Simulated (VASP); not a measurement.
Runs of VASP 6.6.1 on SnO. The structure is that of space group P4/nmm (No. 129), or close to it. The cells are those of the table. 

```tsv
cell	gap on the mesh (eV)	pressure (GPa)	largest force (eV/Å)
a = 3.983, b = 3.983, c = 4.680 Å, 4 atoms	(c)	(a)	0.59
a = 3.903, b = 3.903, c = 4.873 Å, 4 atoms	(b)	-6.1	0.86
a = 4.043, b = 4.043, c = 4.207 Å, 4 atoms	0.68	-2.6	0.40
a = 3.882, b = 3.882, c = 4.562 Å, 4 atoms	0.21	-0.6	0.30
a = 4.148, b = 4.148, c = 4.316 Å, 4 atoms	0.84	-8.1	0.34
```

Alike in all rows: task single point; level PBEsol; potentials or basis VASP PAW PBE potentials, release 64 (Sn_d, O); no spin polarisation; k mesh 12 × 12 × 10; cutoff (eV) 520; smearing gaussian 0.15 eV.

Problem. Fill in the values left out.

Solution. (a) -6.8; (b) 0.17; (c) 0.44.

Caveats: the PAW data sets were made with another functional, which shifts forces and pressure a little; spin-orbit coupling is left out, which moves the levels of the heavy elements; semilocal functionals underestimate gaps, and a narrow one can read as zero (at least some runs); the stress differs along the axes, from -9 to -3 GPa (at least some runs); the cell stands under tension (at least some runs); the stress differs along the axes, from -6 to 4 GPa (at least some runs); the stress differs along the axes, from -12 to -1 GPa (at least some runs).

A k mesh can miss the band edges, and the runs leave out spin-orbit coupling on Sn.
